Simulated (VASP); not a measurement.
# GaN in VASP: a series of runs, part 2 of 2

VASP 6.6.1.

### 4 Single point, LDA (in-plane strain +0.02)

INCAR reads:

```
ALGO = Normal
EDIFF = 1E-7
ENCUT = 520
ISIF = 2
ISMEAR = 0
LASPH = T
LCHARG = F
LREAL = F
LWAVE = F
NBANDS = 16
NELM = 60
PREC = Accurate
SIGMA = 0.01
```

KPOINTS reads:

```
k-points
0
Gamma
  10 10 10
```

POSCAR reads:

```
GaN
1.0
    2.2722585891      2.2722585891      0.0000000000
   -2.2722585891      2.2722585891      0.0000000000
    0.0000000000      2.2722585891      2.2009720452
Ga N
1 1
Direct
    0.0000000000      0.0000000000      0.0000000000
    0.2500000000      0.7500000000      0.5000000000
```

Potentials or basis: VASP PAW LDA potentials, release 64 (Ga_d, N).

Command:

```bash
cat potpaw_LDA.64/Ga_d/POTCAR potpaw_LDA.64/N/POTCAR > POTCAR
mpirun -np 1 vasp_std > vasp.out
```

OUTCAR:

```text
EDIFF = 1E-7
   ENCUT = 520
   ISIF = 2
   ISMEAR = 0
   LASPH = T
   LREAL = F
   NELM = 60
   PREC = Accurate

 ion  position               nearest neighbor table
   1  0.000  0.000  0.000-   2 1.95   2 1.95   2 1.95   2 1.95
   2  0.250  0.750  0.500-   1 1.95   1 1.95   1 1.95   1 1.95

  LATTYP: Found a body centered tetragonal cell.
 ALAT       =     3.2134589139
 C/A-ratio  =     1.3698460781

  Lattice vectors:

 A1 = (   2.2722585891,   0.0000000000,  -2.2009720452)
 A2 = (  -2.2722585891,   0.0000000000,  -2.2009720452)
 A3 = (   0.0000000000,   2.2722585891,   2.2009720452)

Analysis of symmetry for initial positions (statically):
=====================================================================
 Subroutine PRICEL returns:
 Original cell was already a primitive cell.

 Routine SETGRP: Setting up the symmetry group for a
 body centered tetragonal supercell.

 Subroutine GETGRP returns: Found  8 space group operations
 (whereof  8 operations were pure point group operations)
 out of a pool of 16 trial point group operations.

The static configuration has the point symmetry D_2d.

Analysis of symmetry for dynamics (positions and initial velocities):
=====================================================================
 Subroutine PRICEL returns:
 Original cell was already a primitive cell.

 Routine SETGRP: Setting up the symmetry group for a
 body centered tetragonal supercell.

 Subroutine GETGRP returns: Found  8 space group operations
 (whereof  8 operations were pure point group operations)
 out of a pool of 16 trial point group operations.

The dynamic configuration has the point symmetry D_2d.

 Subroutine INISYM returns: Found  8 space group operations
 (whereof  8 operations are pure point group operations),
 and found     1 'primitive' translations

[... 107 lines left out ...]
   EMIN   =  10.00;   EMAX   =-10.00  energy-range for DOS
   EFERMI =   0.00;   METHOD = LEGACY
   ISMEAR =     0;   SIGMA  =   0.01  broadening in eV -4-tet -1-fermi 0-gaus
   EFERMI_NEDOS =   21; number of points for ismear=-14 and -15
   IALGO  =     38    algorithm
   IMIX   =      4    mixing-type and parameters
     AMIX     =   0.40;   BMIX     =  1.00
     AMIX_MAG =   1.60;   BMIX_MAG =  1.00
  volume/ion in A,a.u.               =      11.36        76.69
  Fermi-wavevector in a.u.,A,eV,Ry     =   1.514650  2.862274 31.214009  2.294165
  Thomas-Fermi vector in A             =   2.624279
   LORBIT       =      0    0 simple, 1 ext, 2 COOP (PROOUT), +10 PAW based schemes
   GGA     = CA    functional components
   LHFCALC =     F    Hartree Fock is set to
   AEXX    =    0.0000 exact exchange contribution
   IVDW    =     0    specifies the selected vdW correction
   LEPSILON=     F    determine dielectric tensor
   LRPA    =     F    only Hartree local field effects (RPA)
 non-spin polarized calculation
 Gauss-broadening in eV      SIGMA  =   0.01
  energy-cutoff  :      520.00
  volume of cell :       22.73
 maximum number of plane-waves:       622
   NGX = 11   NGY = 11   NGZ = 11

 number of electron      18.0000004 magnetization

 Free energy of the ion-electron system (eV)
  ---------------------------------------------------
  ext. energy  EPLUGINS =         0.00000000
  ---------------------------------------------------
  free energy    TOTEN  =       -13.93183724 eV

  energy without entropy =      -13.93183724  energy(sigma->0) =      -13.93183724

 E-fermi :   5.2991     XC(G=0): -12.1567

 val. band max:        5.2030413710   @ k =   0.0000   0.0000   0.0000
 cond. band min:       6.8990053923   @ k =   0.0000   0.0000   0.0000
 fundamental gap:      1.6959640213
 Fermi energy:         5.2991220284

 k-point     1 :       0.0000    0.0000    0.0000
  band No.  band energies     occupation
      1     -10.7533      2.00000
      2      -8.4634      2.00000
      3      -8.4634      2.00000
      4      -8.4305      2.00000
      5      -8.1302      2.00000
      6      -8.1270      2.00000
[... 433 lines left out ...]
      3      -8.2215      2.00000
      4      -8.1802      2.00000
      5      -8.0988      2.00000
      6      -6.2128      2.00000
[... 8 lines left out ...]
     15      24.8095      0.00000
     16      27.6665      0.00000

 [... further k-points ...]
[... 5 lines left out ...]
  --------------------------------------------------------------------------------------
  -------------------------------------------------------------------------------------
  Total       -0.7987873     -0.7987873     -0.2465114      0.0000000      0.0000000     -0.0000000
  in kB      -56.3095073    -56.3095073    -17.3775081      0.0000000      0.0000000     -0.0000000
  external PRESSURE =     -43.3321742 kB  Pullay stress =       0.0000000 kB

 VOLUME and BASIS-vectors are now :
 -----------------------------------------------------------------------------
  energy-cutoff  :      520.00
  volume of cell :       22.73
      direct lattice vectors                 reciprocal lattice vectors
     2.272258589  2.272258589  0.000000000     0.220045378  0.220045378 -0.227172354
    -2.272258589  2.272258589  0.000000000    -0.220045378  0.220045378 -0.227172354
     0.000000000  2.272258589  2.200972045     0.000000000  0.000000000  0.454344707

 POSITION                                       TOTAL-FORCE (eV/Angst)
 -----------------------------------------------------------------------------------
      0.00000      0.00000      0.00000         0.000000      0.000000      0.000000
     -1.13613      3.40839      1.10049        -0.000000     -0.000000      0.000000
 -----------------------------------------------------------------------------------
    total drift:                                0.000003     -0.000000      0.000000

  FREE ENERGIE OF THE ION-ELECTRON SYSTEM (eV)
  ---------------------------------------------------
  free  energy   TOTEN  =       -13.9318372418 eV

  energy  without entropy=      -13.9318372418  energy(sigma->0) =      -13.93183724
```

It took 19 s on 1 thread of AMD EPYC 9R45 (Zen 5), shared host; peak memory 0.12 GiB.

What came out:

* Free energy: -13.9318 eV
* Pressure: -4.3 GPa
* Band gap on the k mesh: 1.70 eV, direct

Stress tensor (GPa, compression positive):
```
-5.63  0.00  0.00
 0.00 -5.63  0.00
 0.00  0.00 -1.74
```

Levels at points of the mesh, in eV from the valence-band top:
```csv
k point,band 6,band 7,band 8,band 9,band 10,band 11,band 12,band 13
"(0.00, 0.00, 0.00)",-13.33,-0.14,-0.14,0.00,1.70,10.01,10.10,10.10
"(0.50, 0.00, 0.00)",-11.95,-7.26,-1.20,-0.97,4.47,8.54,9.91,10.42
"(0.50, 0.50, 0.00)",-11.53,-6.44,-2.77,-2.76,3.23,6.61,11.31,13.42
"(0.00, 0.00, 0.50)",-11.35,-6.09,-3.01,-3.01,3.02,6.08,11.76,13.62
```

Caveat: the cell differs from its parent crystal (in-plane strain +0.02).

### 5 Relaxation of cell and atoms, LDA

This run uses another cell than the first one, of 11.44 Å³/atom, 1.026 times its volume.

INCAR reads:

```
SYSTEM = GaN
PREC     = Accurate       ! precision mode
ENCUT    = 600            ! plane-wave cutoff, eV
EDIFF    = 1E-6           ! SCF threshold, eV
ISMEAR   = -1             ! smearing method
SIGMA    = 0.05           ! smearing width, eV
LREAL    = .False.        ! projectors in reciprocal space
LASPH    = .True.         ! aspherical terms in the spheres
NELM     = 60             ! most SCF steps
ALGO     = Normal         ! electronic algorithm
ISIF     = 3              ! what is computed and relaxed
LWAVE    = .False.        ! write WAVECAR
LCHARG   = .False.        ! write CHGCAR
IBRION   = 2              ! ionic algorithm
NSW      = 100            ! ionic steps
EDIFFG   = -0.002         ! ionic threshold
```

KPOINTS reads:

```
Automatic mesh
0
Gamma
  14 14 14
  0 0 0
```

POSCAR reads:

```
GaN
1.0
    2.2535006075      2.2535006075      0.0000000000
   -2.2535006075      2.2535006075      0.0000000000
    0.0000000000      2.2535006075      2.2535006075
Ga N
1 1
Direct
    0.0000000000      0.0000000000      0.0000000000
    0.2500000000      0.7500000000      0.5000000000
```

Command:

```bash
cat potpaw_LDA.64/Ga_d/POTCAR potpaw_LDA.64/N/POTCAR > POTCAR
mpirun -np 1 vasp_std > vasp.out
```

Run time: 63 s. Hardware: 1 thread of AMD EPYC 9R45 (Zen 5), shared host; peak memory 0.15 GiB.

It converged, with:

```yaml
Free_energy: -13.9454 eV
Relaxed_volume: 11.12 Å³/atom
Relaxed_cell: a = 3.156 Å, b = 3.156 Å, c = 3.156 Å, α = 60.00°, β = 60.00°, γ = 90.00°
Space_group_after_relaxing_to_0.05_Å: F-43m (No. 216)
Energy_gained_by_relaxing: 6.0 meV/atom
Ionic_steps: 6
Pressure_after_relaxing: 0.0 GPa
Band_gap_on_the_k_mesh: 1.94 eV, direct
```

The path:
```csv
step,energy change (eV),largest force (eV/Å),pressure (GPa),volume (Å³)
1,0.0000,0.0000,-5.59,22.89
2,-0.0003,0.0000,6.10,21.59
3,-0.0120,0.0000,0.05,22.22
4,-0.0120,0.0000,-0.17,22.23
5,-0.0120,0.0000,-0.18,22.23
6,-0.0120,0.0000,0.00,22.23
```

Final structure:
```xyz
2
Lattice="2.2317 2.2317 0.0000 -2.2317 2.2317 0.0000 0.0000 2.2317 2.2317" Properties=species:S:1:pos:R:3 pbc="T T T"
Ga    0.0000    0.0000    0.0000
N    -1.1159    3.3476    1.1159
```

Levels at points of the mesh, in eV from the valence-band top:
```
           k point  band 5  band 6  band 7  band 8  band 9  band 10  band 11  band 12  band 13
(0.00, 0.00, 0.00)  -13.24  -13.24    0.00    0.00    0.00     1.94    10.29    10.29    10.29
(0.50, 0.00, 0.00)  -13.18  -11.86   -7.31   -1.02   -1.02     4.74     8.74    10.36    10.36
(0.50, 0.50, 0.00)  -13.15  -11.38   -6.33   -2.84   -2.84     3.26     6.65    11.71    14.06
```

A k mesh can miss the band edges. As with any semilocal functional, this LDA gap is likely too small.

### 6 The runs side by side

```tsv
task	cell	k mesh	cutoff (eV)	smearing	gap on the mesh (eV)	pressure (GPa)
single point	a = 3.182, b = 3.182, c = 3.149 Å, angles 59.7, 59.7, 90.0°, 2 atoms	10 × 10 × 10	520	gaussian 0.01 eV	1.85	-0.7
single point	a = 3.150 Å, angles 60.0, 60.0, 90.0°, 2 atoms	14 × 14 × 14	520	fermi-dirac 0.05 eV	1.97	1.1
single point	a = 3.213, b = 3.213, c = 3.163 Å, angles 59.5, 59.5, 90.0°, 2 atoms	10 × 10 × 10	520	gaussian 0.01 eV	1.70	-4.3
relaxation of cell and atoms	relaxed from a = 3.187 Å, angles 60.0, 60.0, 90.0°, 2 atoms	14 × 14 × 14	600	fermi-dirac 0.05 eV	1.94	0.0
```

Alike in all rows: level LDA; potentials or basis VASP PAW LDA potentials, release 64 (Ga_d, N); no spin polarisation.

Total energies depend on the potentials used, so only differences within one code and one set of settings carry meaning.
